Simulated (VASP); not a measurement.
# Pt (Fm-3m) in VASP: notebook, part 4 of 4

VASP 6.6.1. Earlier steps stand in the parts before.

## 7. Electric field gradients, LDA (volume scaled by 1.06)

File INCAR:

```
ALGO = Normal
EDIFF = 1E-8
ENCUT = 520
GGA = CA
ISIF = 2
ISMEAR = -1
LASPH = T
LCHARG = F
LEFG = T
LREAL = F
LWAVE = F
NBANDS = 11
NELM = 60
PREC = Accurate
SIGMA = 0.05
```

File KPOINTS:

```
k-points
0
Gamma
  16 16 16
```

File POSCAR:

```
Pt
1.0
    0.0000000000      2.0102433348      2.0102433348
    2.0102433348      0.0000000000      2.0102433348
    2.0102433348      2.0102433348      0.0000000000
Pt
1
Direct
    0.0000000000      0.0000000000      0.0000000000
```

Potentials or basis: VASP PAW LDA potentials, release 64 (Pt).

Run with:

```sh
cat potpaw_LDA.64/Pt/POTCAR > POTCAR
mpirun -np 1 vasp_std > vasp.out
```

OUTCAR:

```text
EDIFF = 1E-8
   ENCUT = 520
   GGA = CA
   ISIF = 2
   ISMEAR = -1
   LASPH = T
   LREAL = F
   NELM = 60
   PREC = Accurate

 ion  position               nearest neighbor table
   1  0.000  0.000  0.000-

  LATTYP: Found a face centered cubic cell.
 ALAT       =     4.0204866696

  Lattice vectors:

 A1 = (   0.0000000000,   2.0102433348,   2.0102433348)
 A2 = (   2.0102433348,   0.0000000000,   2.0102433348)
 A3 = (   2.0102433348,   2.0102433348,   0.0000000000)

Analysis of symmetry for initial positions (statically):
=====================================================================
 Subroutine PRICEL returns:
 Original cell was already a primitive cell.

 Routine SETGRP: Setting up the symmetry group for a
 face centered cubic supercell.

 Subroutine GETGRP returns: Found 48 space group operations
 (whereof 48 operations were pure point group operations)
 out of a pool of 48 trial point group operations.

The static configuration has the point symmetry O_h .

Analysis of symmetry for dynamics (positions and initial velocities):
=====================================================================
 Subroutine PRICEL returns:
 Original cell was already a primitive cell.

 Routine SETGRP: Setting up the symmetry group for a
 face centered cubic supercell.

 Subroutine GETGRP returns: Found 48 space group operations
 (whereof 48 operations were pure point group operations)
 out of a pool of 48 trial point group operations.

The dynamic configuration has the point symmetry O_h .

 Subroutine INISYM returns: Found 48 space group operations
 (whereof 48 operations are pure point group operations),
[... 153 lines left out ...]
      1       0.3071      2.00000
      2       6.3538      2.00000
      3       6.3538      2.00000
      4       6.3538      2.00000
      5       8.2945      2.00000
      6       8.2945      2.00000
      7      24.5491      0.00000
      8      29.0490      0.00000
      9      29.0490      0.00000
     10      29.0490      0.00000
     11      34.2387      0.00000
[... 309 lines left out ...]
 k-point    24 :      -0.0625    0.0625    0.0000
  band No.  band energies     occupation
      1       0.6931      2.00000
      2       6.1796      2.00000
      3       6.4885      2.00000
      4       6.5282      2.00000
      5       8.1277      2.00000
      6       8.3200      2.00000
      7      25.0995      0.00000
      8      27.4816      0.00000
      9      29.0298      0.00000
     10      29.8784      0.00000
     11      35.5143      0.00000

 [... further k-points ...]
[... 5 lines left out ...]
  --------------------------------------------------------------------------------------
  -------------------------------------------------------------------------------------
  Total       -2.2626255     -2.2626255     -2.2626255      0.0000000     -0.0000000      0.0000000
  in kB     -223.1245592   -223.1245592   -223.1245592      0.0000000     -0.0000000      0.0000000
  external PRESSURE =    -223.1245592 kB  Pullay stress =       0.0000000 kB

 VOLUME and BASIS-vectors are now :
 -----------------------------------------------------------------------------
  energy-cutoff  :      520.00
  volume of cell :       16.25
      direct lattice vectors                 reciprocal lattice vectors
     0.000000000  2.010243335  2.010243335    -0.248726108  0.248726108  0.248726108
     2.010243335  0.000000000  2.010243335     0.248726108 -0.248726108  0.248726108
     2.010243335  2.010243335  0.000000000     0.248726108  0.248726108 -0.248726108

 POSITION                                       TOTAL-FORCE (eV/Angst)
 -----------------------------------------------------------------------------------
      0.00000      0.00000      0.00000         0.000000      0.000000      0.000000
 -----------------------------------------------------------------------------------
    total drift:                               -0.000000      0.000000     -0.000000

  FREE ENERGIE OF THE ION-ELECTRON SYSTEM (eV)
  ---------------------------------------------------
  free  energy   TOTEN  =        -7.4016306537 eV

  energy  without entropy=       -7.3824598624  energy(sigma->0) =       -7.39204526

 Electric field gradients (V/A^2)
---------------------------------------------------------------------
 ion       V_xx      V_yy      V_zz      V_xy      V_xz      V_yz
---------------------------------------------------------------------
   1      -0.000     0.000    -0.000     0.000     0.000     0.000
---------------------------------------------------------------------

 Electric field gradients after diagonalization (V/A^2)
 (convention: |V_zz| > |V_xx| > |V_yy|)
----------------------------------------------------------------------
 ion       V_xx      V_yy      V_zz     asymmetry (V_yy - V_xx)/ V_zz
----------------------------------------------------------------------
   1      -0.000    -0.000     0.000       0.000
----------------------------------------------------------------------

           NMR quadrupolar parameters

 Cq : quadrupolar parameter    Cq=e*Q*V_zz/h
 eta: asymmetry parameters     (V_yy - V_xx)/ V_zz
 Q  : nuclear electric quadrupole moment in mb (millibarn)
----------------------------------------------------------------------
 ion       Cq(MHz)       eta       Q (mb)
----------------------------------------------------------------------
   1       0.000       0.000       1.000
----------------------------------------------------------------------
```

It took 11 s on 1 thread of Intel Xeon Platinum 8559C (Emerald Rapids), shared host; peak memory 0.14 GiB.

Results:

* Free energy: -7.4016 eV
* Pressure: -22.3 GPa
* Band gap on the k mesh: zero (band 5 reaches 10.15 eV, above the bottom of band 6 at 8.21 eV)

Levels at points of the mesh, in eV from the Fermi level:
```csv
k point,band 1,band 2,band 3,band 4,band 5,band 6,band 7,band 8,band 9,band 10
"(0.00, 0.00, 0.00)",-9.41,-3.36,-3.36,-3.36,-1.42,-1.42,14.83,19.33,19.33,19.33
"(0.50, 0.00, 0.00)",-6.59,-3.40,-3.40,-0.16,0.05,0.05,5.29,14.37,18.39,18.39
"(0.50, 0.50, 0.00)",-6.29,-5.89,0.03,0.43,0.43,1.93,8.10,11.12,11.12,19.32
```

Caveat: without QUAD_EFG the Cq values of the log hold for a quadrupole moment of 1 mb, not for the nuclei; spin-orbit coupling is left out, which moves the levels of the heavy elements.

## 8. Summary

```tsv
cell	gap on the mesh (eV)	pressure (GPa)
a = 2.732 Å, angles 60.0°, 1 atom	none	8.6
a = 2.770 Å, angles 60.0°, 1 atom	none	-4.5
a = 2.788 Å, angles 60.0°, 1 atom	none	-9.9
a = 2.807 Å, angles 60.0°, 1 atom	none	-14.6
a = 2.843 Å, angles 60.0°, 1 atom	none	-22.3
```

Alike in all rows: task electric field gradients; level LDA; potentials or basis VASP PAW LDA potentials, release 64 (Pt); no spin polarisation; k mesh 16 × 16 × 16; cutoff (eV) 520; smearing fermi-dirac 0.05 eV.

Caveats: spin-orbit coupling is left out, which moves the levels of the heavy elements.

Absolute energies hang on the potentials; compare differences alone.
